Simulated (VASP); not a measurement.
# LiCl (Fm-3m) in VASP: notebook

LiCl is run at these levels: r2SCAN; tasks: single point.

All numbers are computed with VASP 6.6.1; they aren't measurements. Logs are shortened: lines on timing, memory, paths and dates and some standing lists are left out, and cuts for length are marked.

### Step 1. The cell of the first run

Symmetry: Fm-3m, No. 225, cubic system. Conventional cell: a = 5.112 Å, b = 5.112 Å, c = 5.112 Å, α = 90.00°, β = 90.00°, γ = 90.00°. Li (site symmetry m-3m) has 6 Cl at 2.56 Å within 3.4 Å. Cl (site symmetry m-3m) has 6 Li at 2.56 Å within 3.4 Å.

### Step 2. Single point, r2SCAN

POSCAR reads:

```
LiCl
1.0
    0.0000000000      2.5562025412      2.5562025412
    2.5562025412      0.0000000000      2.5562025412
    2.5562025412      2.5562025412      0.0000000000
Li Cl
1 1
Direct
    0.0000000000      0.0000000000      0.0000000000
    0.5000000000      0.5000000000      0.5000000000
```

INCAR.step1 reads:

```
SYSTEM = LiCl
PREC = Accurate
ENCUT = 520
ISMEAR = 0
SIGMA = 0.02
LREAL = .FALSE.
LASPH = .TRUE.
NELM = 80
NBANDS = 12
GGA = PE
ALGO = Normal
EDIFF = 1E-4
LWAVE = .TRUE.
LCHARG = .FALSE.
```

INCAR.step2 reads:

```
SYSTEM = LiCl
PREC = Accurate
ENCUT = 520
EDIFF = 1E-6
ISMEAR = 0
SIGMA = 0.02
LREAL = .FALSE.
LASPH = .TRUE.
NELM = 80
ALGO = Normal
ISIF = 2
LWAVE = .FALSE.
LCHARG = .FALSE.
METAGGA = R2SCAN
LMIXTAU = .TRUE.
NBANDS = 12
ISTART = 1
```

KPOINTS reads:

```
Automatic mesh
0
G
  8 8 8
  0 0 0
```

Potentials or basis: VASP PAW PBE potentials, release 64 (Li_sv, Cl).

Launch:

```bash
cat potpaw_PBE.64/Li_sv/POTCAR potpaw_PBE.64/Cl/POTCAR > POTCAR
cp INCAR.step1 INCAR
mpirun -np 1 vasp_std > vasp.out
cp INCAR.step2 INCAR
mpirun -np 1 vasp_std > vasp.out
```

OUTCAR:

```text
SYSTEM = LiCl
   PREC = Accurate
   ENCUT = 520
   EDIFF = 1E-6
   ISMEAR = 0
   LREAL = .FALSE.
   LASPH = .TRUE.
   NELM = 80
   ISIF = 2
   METAGGA = R2SCAN
   ISTART = 1

 ion  position               nearest neighbor table
   1  0.000  0.000  0.000-   2 2.56   2 2.56   2 2.56   2 2.56   2 2.56   2 2.56
   2  0.500  0.500  0.500-   1 2.56   1 2.56   1 2.56   1 2.56   1 2.56   1 2.56

  LATTYP: Found a face centered cubic cell.
 ALAT       =     5.1124050824

  Lattice vectors:

 A1 = (   0.0000000000,   2.5562025412,   2.5562025412)
 A2 = (   2.5562025412,   0.0000000000,   2.5562025412)
 A3 = (   2.5562025412,   2.5562025412,   0.0000000000)

Analysis of symmetry for initial positions (statically):
=====================================================================
 Subroutine PRICEL returns:
 Original cell was already a primitive cell.

 Routine SETGRP: Setting up the symmetry group for a
 face centered cubic supercell.

 Subroutine GETGRP returns: Found 48 space group operations
 (whereof 48 operations were pure point group operations)
 out of a pool of 48 trial point group operations.

The static configuration has the point symmetry O_h .

Analysis of symmetry for dynamics (positions and initial velocities):
=====================================================================
 Subroutine PRICEL returns:
 Original cell was already a primitive cell.

 Routine SETGRP: Setting up the symmetry group for a
 face centered cubic supercell.

 Subroutine GETGRP returns: Found 48 space group operations
 (whereof 48 operations were pure point group operations)
 out of a pool of 48 trial point group operations.

The dynamic configuration has the point symmetry O_h .

 Subroutine INISYM returns: Found 48 space group operations
 (whereof 48 operations are pure point group operations),
 and found     1 'primitive' translations

----------------------------------------------------------------------------------------

                                     Primitive cell

  volume of cell :      33.4053

  direct lattice vectors                    reciprocal lattice vectors
     0.000000000  2.556202541  2.556202541    -0.195602654  0.195602654  0.195602654
     2.556202541  0.000000000  2.556202541     0.195602654 -0.195602654  0.195602654
     2.556202541  2.556202541  0.000000000     0.195602654  0.195602654 -0.195602654

  length of vectors
     3.615016302  3.615016302  3.615016302     0.338793734  0.338793734  0.338793734

  position of ions in fractional coordinates (direct lattice)
     0.000000000  0.000000000  0.000000000
     0.500000000  0.500000000  0.500000000

  ion indices of the primitive-cell ions
   primitive index   ion index
                 1           1
                 2           2

----------------------------------------------------------------------------------------

 KPOINTS: Automatic mesh

Automatic generation of k-mesh.
 Grid dimensions read from file:
 generate k-points for:    8    8    8

 Generating k-lattice:

  Cartesian coordinates                     Fractional coordinates (reciprocal lattice)
    -0.024450332  0.024450332  0.024450332     0.125000000  0.000000000  0.000000000
     0.024450332 -0.024450332  0.024450332     0.000000000  0.125000000  0.000000000
     0.024450332  0.024450332 -0.024450332     0.000000000  0.000000000  0.125000000

  Length of vectors
     0.042349217  0.042349217  0.042349217

  Shift w.r.t. Gamma in fractional coordinates (k-lattice)
     0.000000000  0.000000000  0.000000000

 Subroutine IBZKPT returns following result:
 ===========================================

 Found     29 irreducible k-points:

 Following reciprocal coordinates:
            Coordinates               Weight
  0.000000  0.000000  0.000000      1.000000
  0.125000  0.000000  0.000000      8.000000
  0.250000  0.000000  0.000000      8.000000
  0.375000  0.000000  0.000000      8.000000
  0.500000  0.000000  0.000000      4.000000
  0.125000  0.125000  0.000000      6.000000
[... 16 lines left out ...]
[... 51 lines left out ...]
      6       8.4032      0.00000
      7      11.8161      0.00000
      8      11.8165      0.00000
      9      12.1948      0.00000
     10      15.0648      0.00000
     11      15.0648      0.00000
     12      17.1777      0.00000

 k-point     4 :       0.3750    0.0000    0.0000
  band No.  band energies     occupation
      1     -44.5312      2.00000
      2     -13.2556      2.00000
      3      -2.2622      2.00000
      4       0.0239      2.00000
      5       0.0239      2.00000
      6       8.0250      0.00000
      7      10.8997      0.00000
      8      10.9001      0.00000
      9      13.6245      0.00000
     10      16.8994      0.00000
     11      16.8994      0.00000
     12      17.8331      0.00000

 k-point     5 :       0.5000    0.0000    0.0000
  band No.  band energies     occupation
      1     -44.5307      2.00000
      2     -13.1590      2.00000
      3      -2.6181      2.00000
      4      -0.0134      2.00000
      5      -0.0133      2.00000
      6       7.8121      0.00000
      7      10.5818      0.00000
      8      10.5822      0.00000
      9      14.5827      0.00000
     10      18.3349      0.00000
     11      18.3350      0.00000
     12      18.4585      0.00000
[... 228 lines left out ...]
      1     -44.5301      2.00000
      2     -12.9003      2.00000
      3      -2.7159      2.00000
      4      -0.8782      2.00000
      5      -0.8782      2.00000
      6       9.0557      0.00000
      7       9.1776      0.00000
      8      13.9291      0.00000
      9      15.7648      0.00000
     10      15.7652      0.00000
     11      18.1319      0.00000
     12      19.8178      0.00000

 k-point    22 :       0.3750    0.2500    0.1250
  band No.  band energies     occupation
      1     -44.5315      2.00000
      2     -13.3090      2.00000
      3      -1.5527      2.00000
      4      -0.6259      2.00000
      5      -0.0874      2.00000
      6       9.6899      0.00000
      7      10.7970      0.00000
      8      10.8157      0.00000
      9      12.9656      0.00000
     10      14.3126      0.00000
     11      17.6637      0.00000
     12      18.6826      0.00000

 k-point    23 :       0.5000    0.2500    0.1250
  band No.  band energies     occupation
      1     -44.5306      2.00000
      2     -13.1203      2.00000
      3      -2.1017      2.00000
      4      -0.9805      2.00000
      5      -0.2489      2.00000
      6       9.5164      0.00000
      7      10.5033      0.00000
      8      11.4943      0.00000
      9      12.6779      0.00000
     10      15.7449      0.00000
     11      18.8684      0.00000
     12      19.3687      0.00000

 k-point    24 :      -0.3750    0.2500    0.1250
  band No.  band energies     occupation
      1     -44.5303      2.00000
      2     -13.0379      2.00000
      3      -2.3442      2.00000
      4      -1.0777      2.00000
      5      -0.3402      2.00000
      6       9.3074      0.00000
      7      10.4464      0.00000
      8      11.7206      0.00000
      9      13.0859      0.00000
     10      16.8132      0.00000
     11      17.6681      0.00000
     12      19.5247      0.00000

 [... further k-points ...]
[... 5 lines left out ...]
  --------------------------------------------------------------------------------------
  -------------------------------------------------------------------------------------
  Total       -0.1003418     -0.1003418     -0.1003418     -0.0000000     -0.0000000      0.0000000
  in kB       -4.8125650     -4.8125650     -4.8125650     -0.0000000     -0.0000000      0.0000000
  external PRESSURE =      -4.8125650 kB  Pullay stress =       0.0000000 kB

 VOLUME and BASIS-vectors are now :
 -----------------------------------------------------------------------------
  energy-cutoff  :      520.00
  volume of cell :       33.41
      direct lattice vectors                 reciprocal lattice vectors
     0.000000000  2.556202541  2.556202541    -0.195602654  0.195602654  0.195602654
     2.556202541  0.000000000  2.556202541     0.195602654 -0.195602654  0.195602654
     2.556202541  2.556202541  0.000000000     0.195602654  0.195602654 -0.195602654

 POSITION                                       TOTAL-FORCE (eV/Angst)
 -----------------------------------------------------------------------------------
      0.00000      0.00000      0.00000        -0.000000      0.000000     -0.000000
      2.55620      2.55620      2.55620         0.000000     -0.000000      0.000000
 -----------------------------------------------------------------------------------
    total drift:                                0.000000      0.000000      0.000000

  FREE ENERGIE OF THE ION-ELECTRON SYSTEM (eV)
  ---------------------------------------------------
  free  energy   TOTEN  =       -12.5880798095 eV

  energy  without entropy=      -12.5880798095  energy(sigma->0) =      -12.58807981
```

It took 51 s on 1 thread of Intel Xeon 6975P-C, shared host; peak memory 0.16 GiB.

Results:

```
Free energy            : -12.5881 eV
Band gap on the k mesh : 7.36 eV, direct
```

Caveat: the cutoff is under 1.25 times the usual one of these potentials, so pressure, stress and relaxed cells hold a basis-set (Pulay) error; the PAW data sets were made with another functional, which shifts forces and pressure a little. A k mesh can miss the band edges.

### Step 3. Single point, r2SCAN (volume scaled by 1.03)

POSCAR reads:

```
LiCl
1.0
    0.0000000000      2.5815131233      2.5815131233
    2.5815131233      0.0000000000      2.5815131233
    2.5815131233      2.5815131233      0.0000000000
Li Cl
1 1
Direct
    0.0000000000      0.0000000000      0.0000000000
    0.5000000000      0.5000000000      0.5000000000
```

INCAR.step1 reads:

```
SYSTEM = LiCl
  PREC = Accurate
  ENCUT = 520
  ISMEAR = 0
  SIGMA = 0.02
  LREAL = .FALSE.
  LASPH = .TRUE.
  NELM = 100
  NBANDS = 12
  GGA = PE
  ALGO = Normal
  EDIFF = 1E-4
  LWAVE = .TRUE.
  LCHARG = .FALSE.
```

INCAR.step2 reads:

```
SYSTEM = LiCl
  PREC = Accurate
  ENCUT = 520
  EDIFF = 1E-6
  ISMEAR = 0
  SIGMA = 0.02
  LREAL = .FALSE.
  LASPH = .TRUE.
  NELM = 100
  ALGO = Normal
  ISIF = 2
  LWAVE = .FALSE.
  LCHARG = .FALSE.
  METAGGA = R2SCAN
  LMIXTAU = .TRUE.
  NBANDS = 12
  ISTART = 1
```

KPOINTS is that of step 2.

Potentials or basis: VASP PAW PBE potentials, release 64 (Li_sv, Cl).

Launch:

```bash
cat potpaw_PBE.64/Li_sv/POTCAR potpaw_PBE.64/Cl/POTCAR > POTCAR
cp INCAR.step1 INCAR
mpirun -np 1 vasp_std > vasp.out
cp INCAR.step2 INCAR
mpirun -np 1 vasp_std > vasp.out
```

Wall time 58 s (1 thread of Intel Xeon 6975P-C, shared host); peak memory 0.16 GiB.

It converged, with:

| Property | Result |
| --- | --- |
| Free energy | -12.5821 eV |
| Band gap on the k mesh | 7.17 eV, direct |

Levels at points of the mesh, in eV from the valence-band top:
```
           k point  band 1  band 2  band 3  band 4  band 5  band 6  band 7  band 8  band 9  band 10
(0.00, 0.00, 0.00)  -44.85  -13.91    0.00    0.00    0.00    7.17   12.65   12.65   12.65    15.33
(0.50, 0.00, 0.00)  -44.85  -13.36   -2.76   -0.26   -0.26    7.51   10.30   10.31   14.00    17.94
(0.50, 0.50, 0.00)  -44.85  -13.12   -2.84   -1.09   -1.09    8.73    8.95   13.40   15.26    15.26
```

Caveat: the cutoff is under 1.25 times the usual one of these potentials, so pressure, stress and relaxed cells hold a basis-set (Pulay) error; the PAW data sets were made with another functional, which shifts forces and pressure a little. A k mesh can miss the band edges.

### Step 4. Single point, r2SCAN (volume scaled by 1.06)

POSCAR reads:

```
LiCl
1.0
    0.0000000000      2.6063368877      2.6063368877
    2.6063368877      0.0000000000      2.6063368877
    2.6063368877      2.6063368877      0.0000000000
Li Cl
1 1
Direct
    0.0000000000      0.0000000000      0.0000000000
    0.5000000000      0.5000000000      0.5000000000
```

Edit INCAR.step1 of step 3 so:

```diff
@@ -7,3 +7,3 @@
   LASPH = .TRUE.
-  NELM = 100
+  NELM = 60
   NBANDS = 12
```

INCAR.step2 reads:

```
SYSTEM = LiCl
  PREC = Accurate
  ENCUT = 520
  EDIFF = 1E-7
  ISMEAR = 0
  SIGMA = 0.02
  LREAL = .FALSE.
  LASPH = .TRUE.
  NELM = 60
  ALGO = Normal
  ISIF = 2
  LWAVE = .FALSE.
  LCHARG = .TRUE.
  METAGGA = R2SCAN
  LMIXTAU = .TRUE.
  LELF = .TRUE.
  LVHAR = .TRUE.
  NBANDS = 12
  ISTART = 1
```

KPOINTS reads:

```
regular mesh
0
G
  8 8 8
  0 0 0
```

Launch:

```bash
cat potpaw_PBE.64/Li_sv/POTCAR potpaw_PBE.64/Cl/POTCAR > POTCAR
cp INCAR.step1 INCAR
mpirun -np 1 vasp_std > vasp.out
cp INCAR.step2 INCAR
mpirun -np 1 vasp_std > vasp.out
```

Wall time 56 s (1 thread of Intel Xeon 6975P-C, shared host); peak memory 0.16 GiB.

It converged, with:

| Property | Result |
| --- | --- |
| Free energy | -12.5704 eV |
| Band gap on the k mesh | 7.01 eV, direct |

Levels at points of the mesh, in eV from the valence-band top:
```
           k point  band 1  band 2  band 3  band 4  band 5  band 6  band 7  band 8  band 9  band 10
(0.00, 0.00, 0.00)  -44.90  -13.82    0.00    0.00    0.00    7.01   12.62   12.62   12.62    15.25
(0.50, 0.00, 0.00)  -44.90  -13.30   -2.65   -0.25   -0.25    7.48   10.29   10.29   13.70    17.77
(0.50, 0.50, 0.00)  -44.90  -13.08   -2.72   -1.04   -1.04    8.67    8.99   13.14   15.03    15.03
```

Caveat: the cutoff is under 1.25 times the usual one of these potentials, so pressure, stress and relaxed cells hold a basis-set (Pulay) error; the PAW data sets were made with another functional, which shifts forces and pressure a little.

### Step 5. Single point, r2SCAN (volume scaled by 0.88)

POSCAR reads:

```
LiCl
1.0
    0.0000000000      2.4495679178      2.4495679178
    2.4495679178      0.0000000000      2.4495679178
    2.4495679178      2.4495679178      0.0000000000
Li Cl
1 1
Direct
    0.0000000000      0.0000000000      0.0000000000
    0.5000000000      0.5000000000      0.5000000000
```

INCAR.step1 reads:

```
SYSTEM = LiCl
ALGO = Normal ; EDIFF = 1E-4
ENCUT = 520 ; GGA = PE
ISMEAR = 0 ; LASPH = .True.
LCHARG = .False. ; LREAL = .False.
LWAVE = .True. ; NBANDS = 12
NELM = 80 ; PREC = Accurate
SIGMA = 0.02
```

INCAR.step2 reads:

```
SYSTEM = LiCl
ALGO = Normal ; EDIFF = 1E-6
ENCUT = 520 ; ISIF = 2
ISMEAR = 0 ; ISTART = 1
LASPH = .True. ; LCHARG = .False.
LMIXTAU = .True. ; LREAL = .False.
LWAVE = .False. ; METAGGA = R2SCAN
NBANDS = 12 ; NELM = 80
PREC = Accurate ; SIGMA = 0.02
```

KPOINTS reads:

```
k-points
0
Gamma
  8 8 8
  0 0 0
```

Launch:

```bash
cat potpaw_PBE.64/Li_sv/POTCAR potpaw_PBE.64/Cl/POTCAR > POTCAR
cp INCAR.step1 INCAR
mpirun -np 1 vasp_std > vasp.out
cp INCAR.step2 INCAR
mpirun -np 1 vasp_std > vasp.out
```

Run time: 88 s. Hardware: 1 thread of AMD EPYC 7R13 (Zen 3), shared host; peak memory 0.12 GiB.

The run converged. Its results:

```
Free energy            : -12.5317 eV
Band gap on the k mesh : 7.69 eV, indirect (least direct gap 8.04 eV)
```

Levels at points of the mesh, in eV from the valence-band top:
```tsv
k point	band 3	band 4	band 5	band 6	band 7	band 8
(0.00, 0.00, 0.00)	0.00	0.00	0.00	8.30	12.74	12.74
(0.50, 0.00, 0.00)	-3.45	-0.35	-0.35	7.69	10.34	10.34
(0.50, 0.50, 0.00)	-3.64	-1.42	-1.42	8.68	9.13	14.93
```

Caveat: the cutoff is under 1.25 times the usual one of these potentials, so pressure, stress and relaxed cells hold a basis-set (Pulay) error; the PAW data sets were made with another functional, which shifts forces and pressure a little. A k mesh can miss the band edges.

### Step 6. Single point, r2SCAN (volume scaled by 0.91)

POSCAR reads:

```
LiCl
1.0
    0.0000000000      2.4770934567      2.4770934567
    2.4770934567      0.0000000000      2.4770934567
    2.4770934567      2.4770934567      0.0000000000
Li Cl
1 1
Direct
    0.0000000000      0.0000000000      0.0000000000
    0.5000000000      0.5000000000      0.5000000000
```

INCAR.step1 reads:

```
SYSTEM = LiCl
ALGO = Normal
EDIFF = 1E-4
ENCUT = 520
GGA = PE
ISMEAR = 0
LASPH = .TRUE.
LCHARG = .FALSE.
LREAL = .FALSE.
LWAVE = .TRUE.
NBANDS = 12
NELM = 80
PREC = Accurate
SIGMA = 0.02
```

INCAR.step2 reads:

```
SYSTEM = LiCl
ALGO = Normal
EDIFF = 1E-6
ENCUT = 520
ISIF = 2
ISMEAR = 0
ISTART = 1
LASPH = .TRUE.
LCHARG = .FALSE.
LMIXTAU = .TRUE.
LREAL = .FALSE.
LWAVE = .FALSE.
METAGGA = R2SCAN
NBANDS = 12
NELM = 80
PREC = Accurate
SIGMA = 0.02
```

KPOINTS reads:

```
k-points
0
G
  8 8 8
  0 0 0
```

Potentials or basis: VASP PAW PBE potentials, release 64 (Li_sv, Cl).

Launch:

```bash
cat potpaw_PBE.64/Li_sv/POTCAR potpaw_PBE.64/Cl/POTCAR > POTCAR
cp INCAR.step1 INCAR
mpirun -np 1 vasp_std > vasp.out
cp INCAR.step2 INCAR
mpirun -np 1 vasp_std > vasp.out
```

It used 62 s of CPU time on 1 thread of AMD EPYC 7R13 Processor (Zen 3), with other jobs on the host.

The run converged. Its results:

```yaml
Free_energy: -12.5604 eV
Band_gap_on_the_k_mesh: 7.66 eV, indirect (least direct gap 7.98 eV)
```

Levels at points of the mesh, in eV from the valence-band top:
```
           k point  band 1  band 2  band 3  band 4  band 5  band 6  band 7  band 8  band 9  band 10
(0.00, 0.00, 0.00)  -44.70  -14.39    0.00    0.00    0.00    8.03   12.73   12.73   12.73    15.65
(0.50, 0.00, 0.00)  -44.69  -13.66   -3.29   -0.33   -0.33    7.66   10.34   10.34   15.42    18.49
(0.50, 0.50, 0.00)  -44.69  -13.32   -3.45   -1.34   -1.34    8.75    9.05   14.58   16.32    16.32
```

Caveat: the cutoff is under 1.25 times the usual one of these potentials, so pressure, stress and relaxed cells hold a basis-set (Pulay) error; the PAW data sets were made with another functional, which shifts forces and pressure a little. A k mesh can miss the band edges.

### Step 7. Overview

| cell | gap on the mesh (eV) |
| --- | --- |
| a = 3.615 Å, angles 60.0°, 2 atoms | 7.36 |
| a = 3.651 Å, angles 60.0°, 2 atoms | 7.17 |
| a = 3.686 Å, angles 60.0°, 2 atoms | 7.01 |
| a = 3.464 Å, angles 60.0°, 2 atoms | 7.69 |
| a = 3.503 Å, angles 60.0°, 2 atoms | 7.66 |

Alike in all rows: task single point; level r2SCAN; potentials or basis VASP PAW PBE potentials, release 64 (Li_sv, Cl); no spin polarisation; k mesh 8 × 8 × 8; cutoff (eV) 520; smearing gaussian 0.02 eV.

Caveats: the cutoff is under 1.25 times the usual one of these potentials, so pressure, stress and relaxed cells hold a basis-set (Pulay) error; the PAW data sets were made with another functional, which shifts forces and pressure a little.

Total energies depend on the potentials used, so only differences within one code and one set of settings carry meaning.
